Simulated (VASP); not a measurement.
Set up this calculation in VASP 6.6.1, as the native input.

| Item | Value |
| --- | --- |
| Task | single point |
| Functional | PBE |
| Potentials or basis | VASP PAW PBE potentials, release 64 (Na_pv, Pb_d, I, Br) |
| Cutoff | 520 eV |
| k mesh | 6 × 6 × 6 |
| Occupations | gaussian, width 0.02 eV |
| Spin | no spin polarisation |
| Dipole correction | no |
| Further INCAR settings | ALGO = Normal; EDIFF = 1e-07; NBANDS = 29 |

The structure of NaPbI2Br lies in POSCAR:

```
NaPbI2Br
1.0
    5.8905207575      0.0000000000      0.0000000000
    0.0000000000      5.8905207575      0.0000000000
    0.0000000000      0.0000000000      5.5929766889
Na Pb I Br
1 1 2 1
Direct
    0.5000000000      0.5000000000      0.5000000000
    0.0000000000      0.0000000000      0.0000000000
    0.0000000000      0.5000000000      0.0000000000
    0.5000000000      0.0000000000      0.0000000000
    0.0000000000      0.0000000000      0.5000000000
```

This cell differs from its parent crystal: Cs replaced by Na, lengths x 0.941, strained.

These files were run (other wordings do the same):

INCAR

```
SYSTEM = NaPbI2Br
PREC = Accurate
ENCUT = 520
EDIFF = 1E-7
ISMEAR = 0
SIGMA = 0.02
LREAL = .FALSE.
LASPH = .TRUE.
NELM = 60
ALGO = Normal
ISIF = 2
LWAVE = .FALSE.
LCHARG = .FALSE.
GGA = PE
NBANDS = 29
```

KPOINTS

```
regular mesh
0
G
  6 6 6
  0 0 0
```

Potentials or basis: VASP PAW PBE potentials, release 64 (Na_pv, Pb_d, I, Br).

The run is started by

```console
$ cat potpaw_PBE.64/Na_pv/POTCAR potpaw_PBE.64/Pb_d/POTCAR potpaw_PBE.64/I/POTCAR potpaw_PBE.64/Br/POTCAR > POTCAR
$ mpirun -np 1 vasp_std > vasp.out
```

It gave:

The pressure is 5.4 GPa and the band gap on the k mesh is 0.44 eV (least direct gap 0.58 eV).

Caveat: the cell differs from its parent crystal (Cs replaced by Na, lengths x 0.941, strained); the cell stands under pressure; spin-orbit coupling is left out, which moves the levels of the heavy elements.

Wall time 2.6 min on 1 thread of AMD EPYC 9R14 (Zen 4), with other jobs on the host, peak memory 0.43 GiB.
